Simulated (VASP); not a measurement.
A run of VASP 6.6.1:

Contents of INCAR:

```
PREC = Accurate
ENCUT = 520
EDIFF = 1E-7
ISMEAR = -1
SIGMA = 0.06122561905347299
LREAL = F
LASPH = T
NELM = 100
ALGO = Normal
ISIF = 2
LWAVE = F
LCHARG = T
GGA = PE
LELF = T
LVHAR = T
NBANDS = 12
```

The input KPOINTS:

```
Automatic mesh
0
Gamma
  9 9 9
```

Contents of POSCAR:

```
Sb
1.0
    0.0000000000      3.4738768862      3.4738768862
    3.4738768862      0.0000000000      3.4738768862
    3.4738768862      3.4738768862      0.0000000000
Sb
2
Direct
    0.0000000000      0.0000000000      0.0000000000
    0.2500000000      0.2500000000      0.2500000000
```

Potentials or basis: VASP PAW PBE potentials, release 64 (Sb).

Run with:

```console
$ cat potpaw_PBE.64/Sb/POTCAR > POTCAR
$ mpirun -np 1 vasp_std > vasp.out
```

Hardware: 1 thread of Intel(R) Xeon(R) Platinum 8559C (Emerald Rapids), with other jobs on the host.

Estimate the wall time of this run.

It took 22 s on 1 thread of Intel(R) Xeon(R) Platinum 8559C (Emerald Rapids), with other jobs on the host, peak memory 0.23 GiB. Counts: scf iterations 13, k points 35.
